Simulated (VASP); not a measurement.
# BP2 (P6/mmm) in VASP: single point with PBE

Aim: the single point of BP2 with PBE.

All numbers are computed with VASP 6.6.1; they aren't measurements. Logs are shortened: lines on timing, memory, paths and dates and some standing lists are left out, and cuts for length are marked.

## 1. The cell of the first run

The structure is hexagonal, space group P6/mmm (No. 191). Conventional cell: a = 4.178 Å, b = 4.178 Å, c = 2.353 Å, α = 90.00°, β = 90.00°, γ = 120.00°. B (site symmetry 6/mmm) has 2 B at 2.35 Å and 12 P at 2.68 Å within 3.1 Å. P (site symmetry -6m2) has 5 P at 2.35 to 2.41 Å and 6 B at 2.68 Å within 3.1 Å.

## 2. Single point, PBE

The input, INCAR:

```
ALGO = Normal ; EDIFF = 1E-6
ENCUT = 520 ; GGA = PE
ISIF = 2 ; ISMEAR = 0
LASPH = T ; LCHARG = F
LREAL = F ; LWAVE = F
NBANDS = 14 ; NELM = 60
PREC = Accurate ; SIGMA = 0.1
```

The input, KPOINTS:

```
k-points
0
Gamma
  12 12 20
```

The input, POSCAR:

```
BP2
1.0
    4.1781979830      0.0000000000      0.0000000000
   -2.0890989915      3.6184255953      0.0000000000
    0.0000000000      0.0000000000      2.3528498523
B P
1 2
Direct
    0.0000000000      0.0000000000      0.0000000000
    0.3333333333      0.6666666667      0.5000000000
    0.6666666667      0.3333333333      0.5000000000
```

Potentials or basis: VASP PAW PBE potentials, release 64 (B, P).

Command:

```bash
$ cat potpaw_PBE.64/B/POTCAR potpaw_PBE.64/P/POTCAR > POTCAR
$ mpirun -np 1 vasp_std > vasp.out
```

OUTCAR:

```text
EDIFF = 1E-6
   ENCUT = 520
   GGA = PE
   ISIF = 2
   ISMEAR = 0
   LASPH = T
   LREAL = F
   NELM = 60
   PREC = Accurate

 ion  position               nearest neighbor table
   1  0.000  0.000  0.000-
   2  0.333  0.667  0.500-   3 2.41   3 2.41   3 2.41
   3  0.667  0.333  0.500-   2 2.41   2 2.41   2 2.41

  LATTYP: Found a hexagonal cell.
 ALAT       =     4.1781979830
 C/A-ratio  =     0.5631255057

  Lattice vectors:

 A1 = (   4.1781979830,   0.0000000000,   0.0000000000)
 A2 = (  -2.0890989915,   3.6184255953,   0.0000000000)
 A3 = (   0.0000000000,   0.0000000000,   2.3528498523)

Analysis of symmetry for initial positions (statically):
=====================================================================
 Subroutine PRICEL returns:
 Original cell was already a primitive cell.

 Routine SETGRP: Setting up the symmetry group for a
 hexagonal supercell.

 Subroutine GETGRP returns: Found 24 space group operations
 (whereof 24 operations were pure point group operations)
 out of a pool of 24 trial point group operations.

The static configuration has the point symmetry D_6h.

Analysis of symmetry for dynamics (positions and initial velocities):
=====================================================================
 Subroutine PRICEL returns:
 Original cell was already a primitive cell.

 Routine SETGRP: Setting up the symmetry group for a
 hexagonal supercell.

 Subroutine GETGRP returns: Found 24 space group operations
 (whereof 24 operations were pure point group operations)
 out of a pool of 24 trial point group operations.

The dynamic configuration has the point symmetry D_6h.

 Subroutine INISYM returns: Found 24 space group operations
 (whereof 24 operations are pure point group operations),
 and found     1 'primitive' translations

----------------------------------------------------------------------------------------

                                     Primitive cell

  volume of cell :      35.5716

  direct lattice vectors                    reciprocal lattice vectors
     4.178197983  0.000000000  0.000000000     0.239337629  0.138181645  0.000000000
    -2.089098991  3.618425595  0.000000000     0.000000000  0.276363289  0.000000000
     0.000000000  0.000000000  2.352849852     0.000000000  0.000000000  0.425016496

  length of vectors
     4.178197983  4.178197983  2.352849852     0.276363289  0.276363289  0.425016496

  position of ions in fractional coordinates (direct lattice)
     0.000000000  0.000000000  0.000000000
     0.333333333  0.666666667  0.500000000
     0.666666667  0.333333333  0.500000000

  ion indices of the primitive-cell ions
   primitive index   ion index
                 1           1
                 2           2
                 3           3

----------------------------------------------------------------------------------------

 KPOINTS: k-points

Automatic generation of k-mesh.
 Grid dimensions read from file:
 generate k-points for:   12   12   20

 Generating k-lattice:

  Cartesian coordinates                     Fractional coordinates (reciprocal lattice)
     0.019944802  0.011515137  0.000000000     0.083333333  0.000000000  0.000000000
     0.000000000  0.023030274  0.000000000     0.000000000  0.083333333  0.000000000
     0.000000000  0.000000000  0.021250825     0.000000000  0.000000000  0.050000000

  Length of vectors
     0.023030274  0.023030274  0.021250825

  Shift w.r.t. Gamma in fractional coordinates (k-lattice)
     0.000000000  0.000000000  0.000000000

 Subroutine IBZKPT returns following result:
 ===========================================

 Found    209 irreducible k-points:

 Following reciprocal coordinates:
            Coordinates               Weight
  0.000000  0.000000  0.000000      1.000000
  0.083333 -0.000000  0.000000      6.000000
  0.166667  0.000000  0.000000      6.000000
  0.250000  0.000000  0.000000      6.000000
  0.333333  0.000000  0.000000      6.000000
  0.416667 -0.000000  0.000000      6.000000
[... 16 lines left out ...]
  0.250000  0.000000  0.050000     12.000000
  0.333333  0.000000  0.050000     12.000000
 [... further k-points ...]
   k-points           NKPTS =    209   k-points in BZ     NKDIM =    209   number of bands    NBANDS=     14
   number of dos      NEDOS =    301   number of ions     NIONS =      3
   total plane-waves  NPLWV =  18432
   dimension x,y,z NGX =    32 NGY =   32 NGZ =   18
   dimension x,y,z NGXF=    64 NGYF=   64 NGZF=   36
   ions per type =               1   2
   NGX,Y,Z   is equivalent  to a cutoff of  12.73, 12.73, 12.72 a.u.
   NGXF,Y,Z  is equivalent  to a cutoff of  25.46, 25.46, 25.44 a.u.
 SYSTEM =  unknown system
   PREC   = accura    normal or accurate (medium, high low for compatibility)
   ISTART =      0    job   : 0-new  1-cont  2-samecut
   ICHARG =      2    charge: 1-file 2-atom 10-const
   ISPIN  =      1    spin polarized calculation?
   LNONCOLLINEAR =      F non collinear calculations
   LSORBIT =      F    spin-orbit coupling
   LASPH  =      T    aspherical Exc in radial PAW
   ENCUT  =  520.0 eV  38.22 Ry    6.18 a.u.   7.77  7.77  4.37*2*pi/ulx,y,z
   NELM   =     60;   NELMIN=  2; NELMDL= -5     # of ELM steps
   EDIFF  = 0.1E-05   stopping-criterion for ELM
   LREAL  =      F    real-space projection
   EDIFFG = 0.1E-04   stopping-criterion for IOM
   NSW    =      0    number of steps for IOM
   IBRION =     -1    ionic relax: 0-MD 1-quasi-New 2-CG
   NFREE  =      0    steps in history (QN), initial steepest desc. (CG)
   ISIF   =      2    stress and relaxation
   ISYM   =      2    0-nonsym 1-usesym 2-fastsym
   POTIM  = 0.5000    time-step for ionic-motion
   TEBEG  =    0.0;   TEEND  =   0.0 temperature during run
   PSTRESS=    0.0 pullay stress
   NELECT =      13.0000    total number of electrons
   NUPDOWN=      -1.0000    fix difference up-down
   EMIN   =  10.00;   EMAX   =-10.00  energy-range for DOS
   EFERMI =   0.00;   METHOD = LEGACY
   ISMEAR =     0;   SIGMA  =   0.10  broadening in eV -4-tet -1-fermi 0-gaus
   EFERMI_NEDOS =   21; number of points for ismear=-14 and -15
   IALGO  =     38    algorithm
   IMIX   =      4    mixing-type and parameters
     AMIX     =   0.40;   BMIX     =  1.00
     AMIX_MAG =   1.60;   BMIX_MAG =  1.00
  volume/ion in A,a.u.               =      11.86        80.02
  Fermi-wavevector in a.u.,A,eV,Ry     =   1.170456  2.211841 18.639527  1.369967
  Thomas-Fermi vector in A             =   2.306914
   LORBIT       =      0    0 simple, 1 ext, 2 COOP (PROOUT), +10 PAW based schemes
   GGA     = PE    functional components
   LHFCALC =     F    Hartree Fock is set to
   AEXX    =    0.0000 exact exchange contribution
   IVDW    =     0    specifies the selected vdW correction
   LEPSILON=     F    determine dielectric tensor
   LRPA    =     F    only Hartree local field effects (RPA)
 non-spin polarized calculation
 Gauss-broadening in eV      SIGMA  =   0.10
  energy-cutoff  :      520.00
  volume of cell :       35.57
 maximum number of plane-waves:       975
 NGX is ok and might be reduce to    32
   NGX = 15   NGY = 15   NGZ =  9

 number of electron      13.0000001 magnetization

 Free energy of the ion-electron system (eV)
  ---------------------------------------------------
  ext. energy  EPLUGINS =         0.00000000
  ---------------------------------------------------
  free energy    TOTEN  =       -13.65553619 eV

  energy without entropy =      -13.65010656  energy(sigma->0) =      -13.65282138

 E-fermi :   9.6782     XC(G=0): -11.7009

 val. band max:        9.6724673176   @ k =   0.1667   0.1667   0.2000
 cond. band min:       9.6838708326   @ k =   0.0833  -0.0000   0.4000
 fundamental gap:      0.0114035150
 Fermi energy:         9.6781595188

 k-point     1 :       0.0000    0.0000    0.0000
  band No.  band energies     occupation
      1      -7.2811      2.00000
      2       0.6589      2.00000
      3       3.3092      2.00000
      4       3.3092      2.00000
      5       4.6308      2.00000
      6       4.9724      2.00000
      7       4.9724      2.00000
      8      15.1804      0.00000
      9      17.7703      0.00000
     10      17.7703      0.00000
     11      17.8691      0.00000
     12      19.5143      0.00000
     13      20.7105      0.00000
     14      24.7524      0.00000

 k-point     2 :       0.0833   -0.0000    0.0000
  band No.  band energies     occupation
      1      -7.2135      2.00000
      2       0.2285      2.00000
      3       3.0135      2.00000
      4       3.2256      2.00000
      5       4.2228      2.00000
      6       5.4059      2.00000
      7       6.1402      2.00000
      8      15.2394      0.00000
      9      17.0897      0.00000
     10      17.5890      0.00000
     11      18.2034      0.00000
     12      19.4540      0.00000
     13      20.5882      0.00000
     14      24.2607      0.00000

 k-point     3 :       0.1667    0.0000    0.0000
  band No.  band energies     occupation
      1      -7.0123      2.00000
      2      -0.6890      2.00000
      3       2.5081      2.00000
      4       2.5561      2.00000
      5       4.9617      2.00000
      6       6.3230      2.00000
      7       7.7198      2.00000
      8      15.4153      0.00000
      9      15.9641      0.00000
     10      17.0100      0.00000
     11      18.4383      0.00000
     12      19.2721      0.00000
     13      20.2657      0.00000
     14      23.3645      0.00000
[... 324 lines left out ...]
 k-point    23 :       0.2500    0.0000    0.0500
  band No.  band energies     occupation
      1      -6.6196      2.00000
      2      -1.6621      2.00000
      3       2.0198      2.00000
      4       2.1176      2.00000
      5       6.1015      2.00000
      6       7.5114      2.00000
      7       9.5048      1.98576
      8      14.2197      0.00000
      9      15.1354      0.00000
     10      16.0238      0.00000
     11      18.1690      0.00000
     12      19.1358      0.00000
     13      20.0275      0.00000
     14      22.6255      0.00000

 k-point    24 :       0.3333    0.0000    0.0500
  band No.  band energies     occupation
      1      -6.1760      2.00000
      2      -2.6612      2.00000
      3       1.6042      2.00000
      4       1.7825      2.00000
      5       7.3322      2.00000
      6       8.7865      2.00000
      7      11.2799      0.00000
      8      13.0501      0.00000
      9      14.7092      0.00000
     10      15.2081      0.00000
     11      17.6799      0.00000
     12      18.8074      0.00000
     13      19.9960      0.00000
     14      21.9118      0.00000

 [... further k-points ...]

------------------------ aborting loop because EDIFF is reached ----------------------------------------

  FORCE on cell =-STRESS in cart. coord.  units (eV):
  Direction    XX          YY          ZZ          XY          YZ          ZX
  --------------------------------------------------------------------------------------
  -------------------------------------------------------------------------------------
  Total       -0.0511349     -0.0511349     -0.0705076      0.0000000      0.0000000     -0.0000000
  in kB       -2.3031658     -2.3031658     -3.1757296      0.0000000      0.0000000     -0.0000000
  external PRESSURE =      -2.5940204 kB  Pullay stress =       0.0000000 kB

 VOLUME and BASIS-vectors are now :
 -----------------------------------------------------------------------------
  energy-cutoff  :      520.00
  volume of cell :       35.57
      direct lattice vectors                 reciprocal lattice vectors
     4.178197983  0.000000000  0.000000000     0.239337629  0.138181645  0.000000000
    -2.089098991  3.618425595  0.000000000     0.000000000  0.276363289  0.000000000
     0.000000000  0.000000000  2.352849852     0.000000000  0.000000000  0.425016496

 POSITION                                       TOTAL-FORCE (eV/Angst)
 -----------------------------------------------------------------------------------
      0.00000      0.00000      0.00000        -0.000000      0.000000      0.000000
     -0.00000      2.41228      1.17642         0.000000      0.000000     -0.000000
      2.08910      1.20614      1.17642        -0.000000      0.000000      0.000000
 -----------------------------------------------------------------------------------
    total drift:                               -0.000000      0.000000      0.000000

  FREE ENERGIE OF THE ION-ELECTRON SYSTEM (eV)
  ---------------------------------------------------
  free  energy   TOTEN  =       -13.6555361904 eV

  energy  without entropy=      -13.6501065618  energy(sigma->0) =      -13.65282138
```

Wall time 30 s (1 thread of Intel Xeon Platinum 8559C (Emerald Rapids), shared host); peak memory 0.21 GiB.

Results:

```
Free energy            : -13.6555 eV
Pressure               : -0.3 GPa
Band gap on the k mesh : zero (an odd number of electrons rules out a gap without spin polarisation)
```
